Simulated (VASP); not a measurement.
# Nd2H3 (Immm) in VASP: notebook

Nd2H3 is run at these levels: PBE; tasks: single point, relaxation of cell and atoms.

Program: VASP 6.6.1. These are calculated values, not measurements. Logs are shortened: lines on timing, memory, paths and dates and some standing lists are left out, and cuts for length are marked.

### Step 1. The cell of the first run

Symmetry: Immm, No. 71, orthorhombic system. The conventional cell has a = 3.504 Å, b = 6.335 Å, c = 6.496 Å, α = 90.00°, β = 90.00°, γ = 90.00°. Within 3.3 Å of Nd (site symmetry mm2) lie 8 H at 2.38 to 2.68 Å and 2 Nd at 3.22 to 3.28 Å. H (site symmetry mmm) has 4 Nd at 2.38 Å and 4 H at 2.63 Å within 3.1 Å. Within 3.2 Å of H (site symmetry m2m) lie 3 H at 2.41 to 2.63 Å and 6 Nd at 2.54 to 2.68 Å.

The cell was generated, and may not be a known phase.

### Step 2. Single point, PBE

Input file INCAR:

```
  ALGO = Normal
  EDIFF = 1E-6
  ENCUT = 500
  GGA = PE
  GGA_COMPAT = False
  ISIF = 2
  ISMEAR = 0
  LASPH = True
  LCHARG = False
  LMAXMIX = 6
  LREAL = False
  LWAVE = False
  NBANDS = 20
  NELM = 200
  PREC = Accurate
  SIGMA = 0.1
```

Input file KPOINTS:

```
k-points
0
Gamma
  6 6 6
```

Input file POSCAR:

```
Nd2H3
1.0
   -1.7520303170      3.1676215895      3.2479140965
    1.7520303170     -3.1676215895      3.2479140965
    1.7520303170      3.1676215895     -3.2479140965
Nd H
2 3
Direct
    0.7524907180      0.2524907180      0.5000000000
    0.2475092820      0.7475092820      0.5000000000
    0.0000000000      0.0000000000      0.0000000000
    0.3101398686      0.5000000000      0.8101398686
    0.6898601314      0.5000000000      0.1898601314
```

Potentials or basis: VASP PAW PBE potentials, release 64 (Nd_3, H), 4f in core.

Run with:

```
> cat potpaw_PBE.64/Nd_3/POTCAR potpaw_PBE.64/H/POTCAR > POTCAR
> mpirun -np 1 vasp_std > vasp.out
```

OUTCAR:

```text
EDIFF = 1E-6
   ENCUT = 500
   GGA = PE
   ISIF = 2
   ISMEAR = 0
   LASPH = True
   LREAL = False
   NELM = 200
   PREC = Accurate

 ion  position               nearest neighbor table
   1  0.752  0.252  0.500-   2 3.22   2 3.28   2 3.62   2 3.62   2 3.62   2 3.62
   2  0.248  0.748  0.500-   1 3.22   1 3.28   1 3.62   1 3.62   1 3.62   1 3.62
   3  0.000  0.000  0.000-
   4  0.310  0.500  0.810-
   5  0.690  0.500  0.190-

  LATTYP: Found a body centered orthorhombic cell.
 ALAT       =     3.5040606340
 B/A-ratio  =     1.8079719048
 C/A-ratio  =     1.8538001683

  Lattice vectors:

 A1 = (  -1.7520303170,   3.1676215895,   3.2479140965)
 A2 = (   1.7520303170,  -3.1676215895,   3.2479140965)
 A3 = (   1.7520303170,   3.1676215895,  -3.2479140965)

Analysis of symmetry for initial positions (statically):
=====================================================================
 Subroutine PRICEL returns:
 Original cell was already a primitive cell.

 Routine SETGRP: Setting up the symmetry group for a
 body centered orthorhombic supercell.

 Subroutine GETGRP returns: Found  8 space group operations
 (whereof  8 operations were pure point group operations)
 out of a pool of  8 trial point group operations.

The static configuration has the point symmetry D_2h.

Analysis of symmetry for dynamics (positions and initial velocities):
=====================================================================
 Subroutine PRICEL returns:
 Original cell was already a primitive cell.

 Routine SETGRP: Setting up the symmetry group for a
 body centered orthorhombic supercell.

 Subroutine GETGRP returns: Found  8 space group operations
 (whereof  8 operations were pure point group operations)
 out of a pool of  8 trial point group operations.

The dynamic configuration has the point symmetry D_2h.

 Subroutine INISYM returns: Found  8 space group operations
 (whereof  8 operations are pure point group operations),
 and found     1 'primitive' translations

----------------------------------------------------------------------------------------

                                     Primitive cell

  volume of cell :      72.1007

  direct lattice vectors                    reciprocal lattice vectors
    -1.752030317  3.167621589  3.247914097     0.000000000  0.157847137  0.153944958
     1.752030317 -3.167621589  3.247914097     0.285383190  0.000000000  0.153944958
     1.752030317  3.167621589 -3.247914097     0.285383190  0.157847137  0.000000000

  length of vectors
     4.863371541  4.863371541  4.863371541     0.220487571  0.324257020  0.326127711

  position of ions in fractional coordinates (direct lattice)
     0.752490718  0.252490718  0.500000000
     0.247509282  0.747509282  0.500000000
     0.000000000  0.000000000  0.000000000
     0.310139869  0.500000000  0.810139869
     0.689860131  0.500000000  0.189860131

  ion indices of the primitive-cell ions
   primitive index   ion index
                 1           1
                 2           2
                 3           3
                 4           4
                 5           5

----------------------------------------------------------------------------------------

 KPOINTS: k-points

Automatic generation of k-mesh.
 Grid dimensions read from file:
 generate k-points for:    6    6    6

 Generating k-lattice:

  Cartesian coordinates                     Fractional coordinates (reciprocal lattice)
     0.000000000  0.026307856  0.025657493     0.166666667  0.000000000  0.000000000
     0.047563865  0.000000000  0.025657493     0.000000000  0.166666667  0.000000000
     0.047563865  0.026307856  0.000000000     0.000000000  0.000000000  0.166666667

  Length of vectors
     0.036747928  0.054042837  0.054354618

  Shift w.r.t. Gamma in fractional coordinates (k-lattice)
     0.000000000  0.000000000  0.000000000

 Subroutine IBZKPT returns following result:
 ===========================================

 Found     46 irreducible k-points:

 Following reciprocal coordinates:
            Coordinates               Weight
  0.000000  0.000000  0.000000      1.000000
  0.166667  0.000000 -0.000000      4.000000
  0.333333  0.000000 -0.000000      4.000000
  0.500000  0.000000  0.000000      2.000000
 -0.000000  0.166667  0.000000      4.000000
  0.166667  0.166667  0.000000      8.000000
[... 16 lines left out ...]
 -0.166667  0.166667  0.166667      2.000000
  0.166667  0.333333  0.166667      4.000000
 [... further k-points ...]
   k-points           NKPTS =     46   k-points in BZ     NKDIM =     46   number of bands    NBANDS=     20
   number of dos      NEDOS =    301   number of ions     NIONS =      5
   total plane-waves  NPLWV =  46656
   dimension x,y,z NGX =    36 NGY =   36 NGZ =   36
   dimension x,y,z NGXF=    72 NGYF=   72 NGZF=   72
   ions per type =               2   3
   NGX,Y,Z   is equivalent  to a cutoff of  12.31, 12.31, 12.31 a.u.
[... 30 lines left out ...]
     AMIX     =   0.40;   BMIX     =  1.00
     AMIX_MAG =   1.60;   BMIX_MAG =  1.00
  volume/ion in A,a.u.               =      14.42        97.31
  Fermi-wavevector in a.u.,A,eV,Ry     =   1.150116  2.173404 17.997339  1.322767
  Thomas-Fermi vector in A             =   2.286782
   LORBIT       =      0    0 simple, 1 ext, 2 COOP (PROOUT), +10 PAW based schemes
   GGA     = PE    functional components
   LHFCALC =     F    Hartree Fock is set to
   AEXX    =    0.0000 exact exchange contribution
   IVDW    =     0    specifies the selected vdW correction
   LEPSILON=     F    determine dielectric tensor
   LRPA    =     F    only Hartree local field effects (RPA)
 non-spin polarized calculation
 Gauss-broadening in eV      SIGMA  =   0.10
  energy-cutoff  :      500.00
  volume of cell :       72.10
 maximum number of plane-waves:      1862
   NGX = 17   NGY = 17   NGZ = 17

 number of electron      25.0000000 magnetization

 Free energy of the ion-electron system (eV)
  ---------------------------------------------------
  ext. energy  EPLUGINS =         0.00000000
  ---------------------------------------------------
  free energy    TOTEN  =       -20.80913144 eV

  energy without entropy =      -20.79986748  energy(sigma->0) =      -20.80449946

 E-fermi :   3.9948     XC(G=0): -10.1591

 val. band max:        3.9753411211   @ k =  -0.3333   0.3333   0.1667
 cond. band min:       4.0029432862   @ k =  -0.3333   0.3333   0.0000
 fundamental gap:      0.0276021651
 Fermi energy:         3.9947872585

 k-point     1 :       0.0000    0.0000    0.0000
  band No.  band energies     occupation
      1     -34.1554      2.00000
      2     -33.8877      2.00000
      3     -15.9626      2.00000
      4     -15.5727      2.00000
      5     -14.8446      2.00000
      6     -14.7954      2.00000
[... 12 lines left out ...]
     19       9.8183      0.00000
     20       9.9356      0.00000

 k-point     2 :       0.1667    0.0000   -0.0000
  band No.  band energies     occupation
      1     -34.1375      2.00000
      2     -33.9055      2.00000
      3     -15.8893      2.00000
      4     -15.5371      2.00000
      5     -14.9095      2.00000
      6     -14.7968      2.00000
[... 12 lines left out ...]
     19       8.9530      0.00000
     20       9.4573      0.00000

 k-point     3 :       0.3333    0.0000   -0.0000
  band No.  band energies     occupation
      1     -34.0887      2.00000
      2     -33.9540      2.00000
      3     -15.6806      2.00000
      4     -15.4286      2.00000
      5     -15.0813      2.00000
      6     -14.9545      2.00000
[... 12 lines left out ...]
     19       8.3882      0.00000
     20       8.6083      0.00000

 k-point     4 :       0.5000    0.0000    0.0000
  band No.  band energies     occupation
      1     -34.0300      2.00000
      2     -34.0125      2.00000
      3     -15.4240      2.00000
      4     -15.3234      2.00000
      5     -15.2458      2.00000
      6     -15.2245      2.00000
[... 429 lines left out ...]
 k-point    23 :      -0.1667    0.1667    0.1667
  band No.  band energies     occupation
      1     -34.0734      2.00000
      2     -33.8586      2.00000
      3     -15.8867      2.00000
      4     -15.5560      2.00000
      5     -15.3688      2.00000
      6     -15.2943      2.00000
[... 12 lines left out ...]
     19       9.4366      0.00000
     20       9.7588      0.00000

 k-point    24 :       0.1667    0.3333    0.1667
  band No.  band energies     occupation
      1     -33.9558      2.00000
      2     -33.9395      2.00000
      3     -15.7898      2.00000
      4     -15.7625      2.00000
      5     -15.2637      2.00000
      6     -15.1409      2.00000
[... 12 lines left out ...]
     19       8.3717      0.00000
     20       9.8566      0.00000

 [... further k-points ...]

------------------------ aborting loop because EDIFF is reached ----------------------------------------

  FORCE on cell =-STRESS in cart. coord.  units (eV):
  Direction    XX          YY          ZZ          XY          YZ          ZX
  --------------------------------------------------------------------------------------
  -------------------------------------------------------------------------------------
  Total        0.0007867      0.1094953     -0.0104960      0.0000000      0.0000000      0.0000000
  in kB        0.0174816      2.4331372     -0.2332365      0.0000000      0.0000000      0.0000000
  external PRESSURE =       0.7391275 kB  Pullay stress =       0.0000000 kB

 VOLUME and BASIS-vectors are now :
 -----------------------------------------------------------------------------
  energy-cutoff  :      500.00
  volume of cell :       72.10
      direct lattice vectors                 reciprocal lattice vectors
    -1.752030317  3.167621589  3.247914097     0.000000000  0.157847137  0.153944958
     1.752030317 -3.167621589  3.247914097     0.285383190  0.000000000  0.153944958
     1.752030317  3.167621589 -3.247914097     0.285383190  0.157847137  0.000000000

 POSITION                                       TOTAL-FORCE (eV/Angst)
 -----------------------------------------------------------------------------------
      0.00000      3.16762      1.64014        -0.000000      0.000000     -0.029612
      1.75203      0.00000      1.60778         0.000000      0.000000      0.029612
      0.00000      0.00000      0.00000        -0.000000      0.000000     -0.000000
      1.75203      1.96481      0.00000        -0.000000      0.028154      0.000000
      0.00000      1.20281      3.24791        -0.000000     -0.028154      0.000000
 -----------------------------------------------------------------------------------
    total drift:                                0.000000      0.000000     -0.000000

  FREE ENERGIE OF THE ION-ELECTRON SYSTEM (eV)
  ---------------------------------------------------
  free  energy   TOTEN  =       -20.8091314403 eV

  energy  without entropy=      -20.7998674831  energy(sigma->0) =      -20.80449946
```

It took 33 s on 1 thread of Intel Xeon 6975P-C (Granite Rapids), shared host; peak memory 0.23 GiB.

Results:

- Free energy: -20.8091 eV
- Pressure: 0.1 GPa
- Largest force: 0.030 eV/Å
- Band gap on the k mesh: zero (an odd number of electrons rules out a gap without spin polarisation)

Forces on the atoms (eV/Å):
```
Nd   0.000  0.000 -0.030
Nd   0.000  0.000  0.030
H    0.000  0.000  0.000
H    0.000  0.028  0.000
H    0.000 -0.028  0.000
```

Caveat: spin-orbit coupling is left out, which moves the levels of the heavy elements; the 4f electrons are frozen in the core, so they carry no moment and show no levels.

### Step 3. Single point, PBE

This run uses another cell than the first one, of 16.31 Å³/atom.

Input file INCAR:

```
ALGO = Normal
EDIFF = 1E-6
ENCUT = 500
GGA = PE
GGA_COMPAT = False
ISIF = 2
ISMEAR = 0
LASPH = True
LCHARG = False
LMAXMIX = 6
LREAL = False
LWAVE = False
NBANDS = 20
NELM = 200
PREC = Accurate
SIGMA = 0.1
```

KPOINTS is that of step 2.

Input file POSCAR:

```
Nd2H3
1.0
   -2.0591726000      2.3423458500      4.2256332400
    2.0591726000     -2.3423458500      4.2256332400
    2.0591726000      2.3423458500     -4.2256332400
Nd H
2 3
Direct
    0.6970000100      0.1970000100      0.5000000000
    0.3029999900      0.8029999900      0.5000000000
    0.0000000000      0.0000000000      0.0000000000
    0.2535999900      0.5000000000      0.7535999900
    0.7464000100      0.5000000000      0.2464000100
```

Potentials or basis: VASP PAW PBE potentials, release 64 (Nd_3, H), 4f in core.

Run with:

```
> cat potpaw_PBE.64/Nd_3/POTCAR potpaw_PBE.64/H/POTCAR > POTCAR
> mpirun -np 1 vasp_std > vasp.out
```

Wall time 53 s (1 thread of Intel Xeon 6975P-C (Granite Rapids), shared host); peak memory 0.27 GiB.

It converged, with:

```yaml
Free_energy: -17.5521 eV
Pressure: -3.7 GPa
Largest_force: 0.612 eV/Å
Band_gap_on_the_k_mesh: zero (an odd number of electrons rules out a gap without spin polarisation)
```

Forces on the atoms (eV/Å):
```
Nd   0.000  0.000  0.612
Nd   0.000  0.000 -0.612
H    0.000  0.000  0.000
H    0.000  0.321  0.000
H    0.000 -0.321  0.000
```

Stress tensor (GPa, compression positive):
```
 -1.67   0.00   0.00
  0.00   4.33   0.00
  0.00   0.00 -13.63
```

Levels at points of the mesh, in eV from the Fermi level:
```
           k point  band 8  band 9  band 10  band 11  band 12  band 13  band 14  band 15  band 16  band 17
(0.00, 0.00, 0.00)  -18.93   -6.67    -2.73    -2.01    -1.50    -0.74    -0.50     0.34     1.76     3.29
(0.50, 0.00, 0.00)  -19.16   -5.18    -4.35    -1.10    -0.22    -0.15     0.54     0.60     1.05     2.46
(0.00, 0.50, 0.00)  -19.19   -4.94    -3.98    -2.22    -0.67    -0.27    -0.03     2.18     2.69     2.79
(0.50, 0.50, 0.00)  -18.81   -4.36    -3.93    -3.20    -0.20     0.29     1.08     1.26     1.70     2.29
(0.50, 0.50, 0.50)  -18.85   -5.31    -3.55    -2.12    -1.13    -0.24     0.21     1.77     1.79     1.83
```

Caveat: the stress differs along the axes, from -14 to 4 GPa; spin-orbit coupling is left out, which moves the levels of the heavy elements; the 4f electrons are frozen in the core, so they carry no moment and show no levels.

### Step 4. Relaxation of cell and atoms, PBE

This run uses another cell than the first one, of 16.31 Å³/atom.

Input file INCAR:

```
SYSTEM = Nd2H3
ALGO     = Normal         ! electronic algorithm
EDIFF    = 1E-7           ! SCF threshold, eV
EDIFFG   = -0.04          ! ionic threshold
ENCUT    = 500            ! plane-wave cutoff, eV
GGA      = PE             ! functional
GGA_COMPAT= .False.      
IBRION   = 2              ! ionic algorithm
ISIF     = 3              ! what is computed and relaxed
ISMEAR   = 0              ! smearing method
LASPH    = .True.         ! aspherical terms in the spheres
LCHARG   = .False.        ! write CHGCAR
LMAXMIX  = 6              ! l up to which the mixer works
LREAL    = .False.        ! projectors in reciprocal space
LWAVE    = .False.        ! write WAVECAR
NELM     = 200            ! most SCF steps
NELMIN   = 4            
NSW      = 90             ! ionic steps
PREC     = Accurate       ! precision mode
SIGMA    = 0.1            ! smearing width, eV
```

Input file KPOINTS:

```
k-points
0
Gamma
  6 6 6
  0 0 0
```

POSCAR is that of step 3.

Run with:

```
> cat potpaw_PBE.64/Nd_3/POTCAR potpaw_PBE.64/H/POTCAR > POTCAR
> mpirun -np 1 vasp_std > vasp.out
```

It took 13 min on 1 thread of Intel Xeon 6975P-C (Granite Rapids), shared host; peak memory 0.29 GiB.

Results (log left out):

```
Free energy                           : -20.7781 eV
Relaxed volume                        : 14.44 Å³/atom
Relaxed cell                          : a = 4.862 Å, b = 4.862 Å, c = 4.862 Å, α = 137.64°, β = 98.74°, γ = 96.26°
Space group after relaxing (to 0.1 Å) : Immm (No. 71)
Energy gained by relaxing             : 645.2 meV/atom
Ionic steps                           : 21
Pressure after relaxing               : -0.2 GPa
Largest force after relaxing          : 0.019 eV/Å
Band gap on the k mesh                : zero (an odd number of electrons rules out a gap without spin polarisation)
```

Forces in eV/Å, atoms in the order of the input:
```
Nd   0.000  0.000 -0.014
Nd   0.000  0.000  0.014
H    0.000  0.000  0.000
H    0.000  0.019  0.000
H    0.000 -0.019  0.000
```

Stress tensor (GPa, compression positive):
```
-0.22  0.00  0.00
 0.00 -0.37  0.00
 0.00  0.00  0.06
```

The path:
| step | energy change (eV) | largest force (eV/Å) | pressure (GPa) | volume (Å³) |
| --- | --- | --- | --- | --- |
| 1 | 0.0000 | 0.6123 | -3.66 | 81.53 |
| 2 | -0.5373 | 1.5186 | -2.35 | 77.05 |
| 3 | -0.9687 | 4.3961 | 12.24 | 62.65 |
| 4 | -1.1531 | 2.8916 | 2.49 | 68.67 |
| 5 | -1.1778 | 3.3177 | 4.93 | 66.66 |
| 6 | -1.4311 | 3.1587 | 5.91 | 65.88 |
| 7 | -1.8705 | 1.5400 | 11.35 | 63.29 |
| 8 | -1.8652 | 1.2534 | 13.55 | 62.50 |
| 9 | -2.2933 | 1.1390 | 10.14 | 64.97 |
| 10 | -2.5155 | 2.5188 | 6.81 | 68.97 |
| 11 | -2.9286 | 1.2261 | 1.35 | 72.64 |
| 12 | -3.0876 | 0.1266 | -4.13 | 78.25 |
| 13 | -3.0924 | 0.1519 | -3.54 | 77.44 |
| 14 | -3.1547 | 0.1465 | -2.68 | 75.81 |
| 15 | -3.2151 | 0.1252 | -0.87 | 73.02 |
| 16 | -3.2205 | 0.1123 | 0.00 | 71.88 |
| 17 | -3.2204 | 0.1137 | -0.09 | 72.00 |
| 18 | -3.2222 | 0.1024 | 0.03 | 71.92 |
| 19 | -3.2232 | 0.0919 | 0.20 | 71.80 |
| 20 | -3.2246 | 0.0681 | 0.09 | 71.92 |
| 21 | -3.2260 | 0.0195 | -0.18 | 72.20 |

Final structure:
```yaml
crystal:
  lattice:
    - [-1.75660, 3.16626, 3.24520]
    - [1.75660, -3.16626, 3.24520]
    - [1.75660, 3.16626, -3.24520]
  atoms:
    - { symbol: Nd, position: [0.75238, 0.25238, 0.50000] }
    - { symbol: Nd, position: [0.24762, 0.74762, 0.50000] }
    - { symbol: H, position: [0.00000, 0.00000, 0.00000] }
    - { symbol: H, position: [0.31075, 0.50000, 0.81075] }
    - { symbol: H, position: [0.68925, 0.50000, 0.18925] }
```

Levels at points of the mesh, in eV from the Fermi level:
| k point | band 10 | band 11 | band 12 | band 13 | band 14 | band 15 | band 16 |
| --- | --- | --- | --- | --- | --- | --- | --- |
| (0.00, 0.00, 0.00) | -5.27 | -2.75 | -1.24 | -0.94 | 1.10 | 1.16 | 1.36 |
| (0.50, 0.00, 0.00) | -5.27 | -3.23 | -0.45 | 0.41 | 0.99 | 2.21 | 2.23 |
| (0.00, 0.50, 0.00) | -4.67 | -3.88 | -0.62 | 1.23 | 1.46 | 1.51 | 1.85 |
| (0.50, 0.50, 0.00) | -4.48 | -3.63 | -0.84 | -0.68 | 0.69 | 0.86 | 2.70 |
| (0.50, 0.50, 0.50) | -4.27 | -3.15 | -1.81 | -0.72 | 1.63 | 2.17 | 2.36 |

Caveat: spin-orbit coupling is left out, which moves the levels of the heavy elements; the 4f electrons are frozen in the core, so they carry no moment and show no levels.

### Step 5. Overview

| task | cell | gap on the mesh (eV) | pressure (GPa) | largest force (eV/Å) |
| --- | --- | --- | --- | --- |
| single point | a = 4.863 Å, angles 137.8, 98.7, 96.2°, 5 atoms, atomic positions A | none | 0.1 | 0.03 |
| single point | a = 5.252 Å, angles 133.8, 127.0, 72.9°, 5 atoms, atomic positions B | none | -3.7 | 0.61 |
| relaxation of cell and atoms | relaxed from a = 5.252 Å, angles 133.8, 127.0, 72.9°, 5 atoms, atomic positions B | none | -0.2 | 0.02 |

Alike in all rows: level PBE; potentials or basis VASP PAW PBE potentials, release 64 (Nd_3, H), 4f in core; no spin polarisation; k mesh 6 × 6 × 6; cutoff (eV) 500; smearing gaussian 0.1 eV.

Caveats: spin-orbit coupling is left out, which moves the levels of the heavy elements; the 4f electrons are frozen in the core, so they carry no moment and show no levels; the stress differs along the axes, from -14 to 4 GPa (at least some runs).

Absolute energies hang on the potentials; compare differences alone.

The gap in the log of VASP goes by the Fermi energy; the results here count the filled bands.